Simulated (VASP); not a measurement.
# CsAs3 (R-3m) in VASP: notebook

The runs below take CsAs3 through single point, with PBE.

Program: VASP 6.6.1. These are calculated values, not measurements. Logs are shortened: lines on timing, memory, paths and dates and some standing lists are left out, and cuts for length are marked.

### Step 1. The cell of the first run

It takes space group R-3m (No. 166, trigonal). The conventional cell has a = 6.437 Å, b = 6.437 Å, c = 18.131 Å, α = 90.00°, β = 90.00°, γ = 120.00°. Within 5.0 Å of Cs (site symmetry -3m) lie 12 As at 3.81 to 4.79 Å. Within 2.9 Å of As (site symmetry 3m) lie 1 As at 2.20 Å. As (site symmetry -3m) has 2 As at 2.20 Å within 2.9 Å.

The cell was generated, and may not be a known phase.

### Step 2. Single point, PBE

Input file INCAR:

```
SYSTEM = CsAs3
ALGO = Normal
EDIFF = 1E-6
ENCUT = 520
GGA = PE
ISIF = 2
ISMEAR = 0
LASPH = .TRUE.
LCHARG = .TRUE.
LELF = .TRUE.
LREAL = .FALSE.
LVHAR = .TRUE.
LWAVE = .FALSE.
NBANDS = 20
NELM = 100
PREC = Accurate
SIGMA = 0.1
```

Input file KPOINTS:

```
k-points
0
G
  3 3 3
  0 0 0
```

Input file POSCAR:

```
CsAs3
1.0
    3.2185514570      1.8582315501      6.0438186022
   -3.2185514570      1.8582315501      6.0438186022
    0.0000000000     -3.7164631002      6.0438186022
Cs As
1 3
Direct
    0.5000000000      0.5000000000      0.5000000000
    0.8788607960      0.8788607960      0.8788607960
    0.1211392040      0.1211392040      0.1211392040
    0.0000000000      0.0000000000      0.0000000000
```

Potentials or basis: VASP PAW PBE potentials, release 64 (Cs_sv, As).

On the command line:

```console
cat potpaw_PBE.64/Cs_sv/POTCAR potpaw_PBE.64/As/POTCAR > POTCAR
mpirun -np 1 vasp_std > vasp.out
```

OUTCAR:

```text
SYSTEM = CsAs3
   EDIFF = 1E-6
   ENCUT = 520
   GGA = PE
   ISIF = 2
   ISMEAR = 0
   LASPH = .TRUE.
   LREAL = .FALSE.
   NELM = 100
   PREC = Accurate

 ion  position               nearest neighbor table
   1  0.500  0.500  0.500-
   2  0.879  0.879  0.879-   4 2.20
   3  0.121  0.121  0.121-   4 2.20
   4  0.000  0.000  0.000-   2 2.20   3 2.20

  LATTYP: Found a trigonal (rhomboedric) cell.
 ALAT       =     7.0950575242
 COS(alpha) =     0.5884344003

  Lattice vectors:

 A1 = (   3.2185514570,   1.8582315501,   6.0438186022)
 A2 = (  -3.2185514570,   1.8582315501,   6.0438186022)
 A3 = (   0.0000000000,  -3.7164631002,   6.0438186022)

Analysis of symmetry for initial positions (statically):
=====================================================================
 Subroutine PRICEL returns:
 Original cell was already a primitive cell.

 Routine SETGRP: Setting up the symmetry group for a
 trigonal (rhombohedral) supercell.

 Subroutine GETGRP returns: Found 12 space group operations
 (whereof 12 operations were pure point group operations)
 out of a pool of 12 trial point group operations.

The static configuration has the point symmetry D_3d.

Analysis of symmetry for dynamics (positions and initial velocities):
=====================================================================
 Subroutine PRICEL returns:
 Original cell was already a primitive cell.

 Routine SETGRP: Setting up the symmetry group for a
 trigonal (rhombohedral) supercell.

 Subroutine GETGRP returns: Found 12 space group operations
 (whereof 12 operations were pure point group operations)
 out of a pool of 12 trial point group operations.

The dynamic configuration has the point symmetry D_3d.

 Subroutine INISYM returns: Found 12 space group operations
 (whereof 12 operations are pure point group operations),
 and found     1 'primitive' translations

----------------------------------------------------------------------------------------

                                     Primitive cell

  volume of cell :     216.8817

  direct lattice vectors                    reciprocal lattice vectors
     3.218551457  1.858231550  6.043818602     0.155349388  0.089691011  0.055152769
    -3.218551457  1.858231550  6.043818602    -0.155349388  0.089691011  0.055152769
     0.000000000 -3.716463100  6.043818602     0.000000000 -0.179382022  0.055152769

  length of vectors
     7.095057524  7.095057524  7.095057524     0.187669225  0.187669225  0.187669225

  position of ions in fractional coordinates (direct lattice)
     0.500000000  0.500000000  0.500000000
     0.878860796  0.878860796  0.878860796
     0.121139204  0.121139204  0.121139204
     0.000000000  0.000000000  0.000000000

  ion indices of the primitive-cell ions
   primitive index   ion index
                 1           1
                 2           2
                 3           3
                 4           4

----------------------------------------------------------------------------------------

 KPOINTS: k-points

Automatic generation of k-mesh.
 Grid dimensions read from file:
 generate k-points for:    3    3    3

 Generating k-lattice:

  Cartesian coordinates                     Fractional coordinates (reciprocal lattice)
     0.051783129  0.029897004  0.018384256     0.333333333 -0.000000000  0.000000000
    -0.051783129  0.029897004  0.018384256    -0.000000000  0.333333333  0.000000000
     0.000000000 -0.059794007  0.018384256     0.000000000  0.000000000  0.333333333

  Length of vectors
     0.062556408  0.062556408  0.062556408

  Shift w.r.t. Gamma in fractional coordinates (k-lattice)
     0.000000000  0.000000000  0.000000000

 Subroutine IBZKPT returns following result:
 ===========================================

 Found      6 irreducible k-points:

 Following reciprocal coordinates:
            Coordinates               Weight
  0.000000  0.000000  0.000000      1.000000
  0.333333 -0.000000  0.000000      6.000000
  0.333333  0.333333  0.000000      6.000000
 -0.333333  0.333333  0.000000      6.000000
  0.333333  0.333333  0.333333      2.000000
 -0.333333  0.333333  0.333333      6.000000
   k-points           NKPTS =      6   k-points in BZ     NKDIM =      6   number of bands    NBANDS=     20
   number of dos      NEDOS =    301   number of ions     NIONS =      4
   total plane-waves  NPLWV = 157464
   dimension x,y,z NGX =    54 NGY =   54 NGZ =   54
   dimension x,y,z NGXF=   108 NGYF=  108 NGZF=  108
   ions per type =               1   3
   NGX,Y,Z   is equivalent  to a cutoff of  12.65, 12.65, 12.65 a.u.
   NGXF,Y,Z  is equivalent  to a cutoff of  25.31, 25.31, 25.31 a.u.
 SYSTEM =  CsAs3
   PREC   = accura    normal or accurate (medium, high low for compatibility)
   ISTART =      0    job   : 0-new  1-cont  2-samecut
   ICHARG =      2    charge: 1-file 2-atom 10-const
   ISPIN  =      1    spin polarized calculation?
   LNONCOLLINEAR =      F non collinear calculations
   LSORBIT =      F    spin-orbit coupling
   LASPH  =      T    aspherical Exc in radial PAW
   ENCUT  =  520.0 eV  38.22 Ry    6.18 a.u.  13.19 13.19 13.19*2*pi/ulx,y,z
   NELM   =    100;   NELMIN=  2; NELMDL= -5     # of ELM steps
   EDIFF  = 0.1E-05   stopping-criterion for ELM
   LREAL  =      F    real-space projection
[... 7 lines left out ...]
   TEBEG  =    0.0;   TEEND  =   0.0 temperature during run
   PSTRESS=    0.0 pullay stress
   NELECT =      24.0000    total number of electrons
   NUPDOWN=      -1.0000    fix difference up-down
   EMIN   =  10.00;   EMAX   =-10.00  energy-range for DOS
   EFERMI =   0.00;   METHOD = LEGACY
   ISMEAR =     0;   SIGMA  =   0.10  broadening in eV -4-tet -1-fermi 0-gaus
   EFERMI_NEDOS =   21; number of points for ismear=-14 and -15
   IALGO  =     38    algorithm
   IMIX   =      4    mixing-type and parameters
     AMIX     =   0.40;   BMIX     =  1.00
     AMIX_MAG =   1.60;   BMIX_MAG =  1.00
  volume/ion in A,a.u.               =      54.22       365.90
  Fermi-wavevector in a.u.,A,eV,Ry     =   0.785967  1.485262  8.404917  0.617744
  Thomas-Fermi vector in A             =   1.890410
   LORBIT       =      0    0 simple, 1 ext, 2 COOP (PROOUT), +10 PAW based schemes
   GGA     = PE    functional components
   LHFCALC =     F    Hartree Fock is set to
   AEXX    =    0.0000 exact exchange contribution
   IVDW    =     0    specifies the selected vdW correction
   LEPSILON=     F    determine dielectric tensor
   LRPA    =     F    only Hartree local field effects (RPA)
 non-spin polarized calculation
 Gauss-broadening in eV      SIGMA  =   0.10
  energy-cutoff  :      520.00
  volume of cell :      216.88
 maximum number of plane-waves:      5856
 NGX is ok and might be reduce to    54
   NGX = 27   NGY = 27   NGZ = 27

 number of electron      24.0000000 magnetization

 Free energy of the ion-electron system (eV)
  ---------------------------------------------------
  ext. energy  EPLUGINS =         0.00000000
  ---------------------------------------------------
  free energy    TOTEN  =       -14.24293692 eV

  energy without entropy =      -14.24293692  energy(sigma->0) =      -14.24293692

 E-fermi :   0.0606     XC(G=0):  -6.1775

 val. band max:       -0.4189224664   @ k =  -0.3333   0.3333   0.0000
 cond. band min:       0.9993091917   @ k =  -0.3333   0.3333   0.0000
 fundamental gap:      1.4182316581
 Fermi energy:         0.0606084194

 k-point     1 :       0.0000    0.0000    0.0000
  band No.  band energies     occupation
      1     -21.9669      2.00000
      2     -12.9453      2.00000
      3     -10.6223      2.00000
      4      -8.8163      2.00000
      5      -8.7943      2.00000
      6      -8.7943      2.00000
[... 12 lines left out ...]
     19       4.7500      0.00000
     20       5.6671      0.00000

 k-point     2 :       0.3333   -0.0000    0.0000
  band No.  band energies     occupation
      1     -21.9661      2.00000
      2     -12.9362      2.00000
      3     -10.6799      2.00000
      4      -8.8960      2.00000
      5      -8.8366      2.00000
      6      -8.8048      2.00000
[... 12 lines left out ...]
     19       4.9927      0.00000
     20       5.1985      0.00000

 k-point     3 :       0.3333    0.3333    0.0000
  band No.  band energies     occupation
      1     -21.9660      2.00000
      2     -12.9136      2.00000
      3     -10.7917      2.00000
      4      -8.8471      2.00000
      5      -8.8075      2.00000
      6      -8.7402      2.00000
[... 12 lines left out ...]
     19       4.7571      0.00000
     20       5.4898      0.00000

 k-point     4 :      -0.3333    0.3333    0.0000
  band No.  band energies     occupation
      1     -21.9657      2.00000
      2     -12.9164      2.00000
      3     -10.7892      2.00000
      4      -8.8794      2.00000
      5      -8.8460      2.00000
      6      -8.7330      2.00000
[... 12 lines left out ...]
     19       4.9162      0.00000
     20       5.1241      0.00000

 k-point     5 :       0.3333    0.3333    0.3333
  band No.  band energies     occupation
      1     -21.9668      2.00000
      2     -12.8986      2.00000
      3     -10.8091      2.00000
      4      -8.8348      2.00000
      5      -8.7940      2.00000
      6      -8.7940      2.00000
[... 12 lines left out ...]
     19       4.7917      0.00000
     20       5.2737      0.00000

 k-point     6 :      -0.3333    0.3333    0.3333
  band No.  band energies     occupation
      1     -21.9660      2.00000
      2     -12.8974      2.00000
      3     -10.8498      2.00000
      4      -8.8448      2.00000
      5      -8.8060      2.00000
      6      -8.7550      2.00000
[... 12 lines left out ...]
     19       4.9209      0.00000
     20       5.0402      0.00000

------------------------ aborting loop because EDIFF is reached ----------------------------------------

  FORCE on cell =-STRESS in cart. coord.  units (eV):
  Direction    XX          YY          ZZ          XY          YZ          ZX
  --------------------------------------------------------------------------------------
  -------------------------------------------------------------------------------------
  Total        0.0327894      0.0327894      0.4428495      0.0000000     -0.0000000      0.0000000
  in kB        0.2422259      0.2422259      3.2714762      0.0000000     -0.0000000      0.0000000
  external PRESSURE =       1.2519760 kB  Pullay stress =       0.0000000 kB

 VOLUME and BASIS-vectors are now :
 -----------------------------------------------------------------------------
  energy-cutoff  :      520.00
  volume of cell :      216.88
      direct lattice vectors                 reciprocal lattice vectors
     3.218551457  1.858231550  6.043818602     0.155349388  0.089691011  0.055152769
    -3.218551457  1.858231550  6.043818602    -0.155349388  0.089691011  0.055152769
     0.000000000 -3.716463100  6.043818602     0.000000000 -0.179382022  0.055152769

 POSITION                                       TOTAL-FORCE (eV/Angst)
 -----------------------------------------------------------------------------------
      0.00000      0.00000      9.06573        -0.000000     -0.000000      0.000000
      0.00000      0.00000     15.93503        -0.000000      0.000000     -0.113314
      0.00000      0.00000      2.19643        -0.000000     -0.000000      0.113314
      0.00000      0.00000      0.00000         0.000000     -0.000000     -0.000000
 -----------------------------------------------------------------------------------
    total drift:                                0.000000     -0.000000      0.000000

  FREE ENERGIE OF THE ION-ELECTRON SYSTEM (eV)
  ---------------------------------------------------
  free  energy   TOTEN  =       -14.2429369184 eV

  energy  without entropy=      -14.2429369184  energy(sigma->0) =      -14.24293692
```

It took 34 s on 1 thread of Oxide Virtual Turin-like, shared host; peak memory 0.35 GiB.

What came out:

```
Free energy            : -14.2429 eV
Pressure               : 0.1 GPa
Largest force          : 0.113 eV/Å
Band gap on the k mesh : 1.42 eV
```

Forces in eV/Å, atoms in the order of the input:
```
Cs   0.000  0.000  0.000
As   0.000  0.000 -0.113
As   0.000  0.000  0.113
As   0.000  0.000  0.000
```

Levels at points of the mesh, in eV from the valence-band top:
| k point | band 8 | band 9 | band 10 | band 11 | band 12 | band 13 | band 14 | band 15 | band 16 | band 17 |
| --- | --- | --- | --- | --- | --- | --- | --- | --- | --- | --- |
| (0.00, 0.00, 0.00) | -2.82 | -1.97 | -1.97 | -1.04 | -1.04 | 1.47 | 2.41 | 2.41 | 3.32 | 4.33 |

Caveat: spin-orbit coupling is left out, which moves the levels of the heavy elements.

### Step 3. Single point, PBE

This run uses another cell than the first one, of 69.99 Å³/atom.

Input file INCAR:

```
PREC = Accurate ; ENCUT = 520
EDIFF = 1E-6 ; ISMEAR = 0
SIGMA = 0.1 ; LREAL = False
LASPH = True ; NELM = 100
ALGO = Fast ; ISIF = 2
LWAVE = False ; LCHARG = True
GGA = PE ; LELF = True
LVHAR = True ; NBANDS = 20
```

Input file KPOINTS:

```
regular mesh
0
Gamma
  3 3 3
```

Input file POSCAR:

```
CsAs3
1.0
    3.2599218200      1.8821167400      7.6050646700
   -3.2599218200      1.8821167400      7.6050646700
    0.0000000000     -3.7642334800      7.6050646700
Cs As
1 3
Direct
    0.5000000000      0.5000000000      0.5000000000
    0.8462206200      0.8462206200      0.8462206200
    0.1537793800      0.1537793800      0.1537793800
    0.0000000000      0.0000000000      0.0000000000
```

Potentials or basis: VASP PAW PBE potentials, release 64 (Cs_sv, As).

On the command line:

```console
cat potpaw_PBE.64/Cs_sv/POTCAR potpaw_PBE.64/As/POTCAR > POTCAR
mpirun -np 1 vasp_std > vasp.out
```

Wall time 77 s (1 thread of Oxide Virtual Turin-like, shared host); peak memory 0.51 GiB.

Results (log left out):

* Free energy: -9.2805 eV
* Pressure: -3.1 GPa
* Largest force: 1.043 eV/Å
* Band gap on the k mesh: zero (bands 12 and 13 overlap by 0.03 eV)

Forces on the atoms (eV/Å):
```
Cs   0.000  0.000  0.000
As   0.000  0.000  1.043
As   0.000  0.000 -1.043
As   0.000  0.000  0.000
```

Stress tensor (GPa, compression positive):
```
-2.01  0.00  0.00
 0.00 -2.01  0.00
 0.00  0.00 -5.39
```

Levels at points of the mesh, in eV from the Fermi level:
```
           k point  band 10  band 11  band 12  band 13  band 14  band 15
(0.00, 0.00, 0.00)    -1.34    -0.10    -0.10     0.30     0.81     0.81
```

Caveat: the k points lie up to 0.38 Å⁻¹ apart; spin-orbit coupling is left out, which moves the levels of the heavy elements; forces of over 1 eV/Å act on the atoms, so gaps and moduli don't describe the material at rest.

The gap in the log of VASP goes by the Fermi energy; the results here count the filled bands.